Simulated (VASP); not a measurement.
Set up this calculation in VASP 6.6.1, as the native input.

* Task: single point
* Functional: PBE
* Potentials or basis: VASP PAW PBE potentials, release 64 (Cu_sv_GW, F_h)
* Cutoff: 1350 eV
* k mesh: 9 × 9 × 4
* Occupations: gaussian, width 0.1 eV
* Spin: no spin polarisation
* Dipole correction: no
* Further INCAR settings: ALGO = Normal; EDIFF = 1e-06; NBANDS = 34

The structure of CuF lies in POSCAR:

```
CuF
1.0
    2.8711104923      0.0000002755      0.0000000000
   -1.4355554847      2.4864544857      0.0000000000
    0.0000000000      0.0000000000      6.8001054957
Cu F
2 2
Direct
    0.0000000000      0.0000000000      0.0458235770
    0.3333333333      0.6666666667      0.5458235770
    0.0000000000      0.0000000000      0.3291764230
    0.3333333333      0.6666666667      0.8291764230
```

The input as run:

INCAR

```
ALGO = Normal
EDIFF = 1E-6
ENCUT = 1350
GGA = PE
GGA_COMPAT = False
ISIF = 2
ISMEAR = 0
LASPH = True
LCHARG = True
LELF = True
LREAL = False
LVHAR = True
LWAVE = False
NBANDS = 34
NELM = 120
PREC = Accurate
SIGMA = 0.1
```

KPOINTS

```
k-points
0
Gamma
  9 9 4
```

Potentials or basis: VASP PAW PBE potentials, release 64 (Cu_sv_GW, F_h).

Run with:

```console
$ cat potpaw_PBE.64/Cu_sv_GW/POTCAR potpaw_PBE.64/F_h/POTCAR > POTCAR
$ mpirun -np 1 vasp_std > vasp.out
```

Results of the run:

```yaml
Pressure: -0.4 GPa
Band_gap_on_the_k_mesh: 0.12 eV (least direct gap 0.41 eV)
```

Caveat: semilocal functionals underestimate gaps, and a narrow one can read as zero.

Wall time 6 min on 1 thread of AMD EPYC 7R43 64-Core Processor (Zen 3) (shared host), peak memory 0.45 GiB.
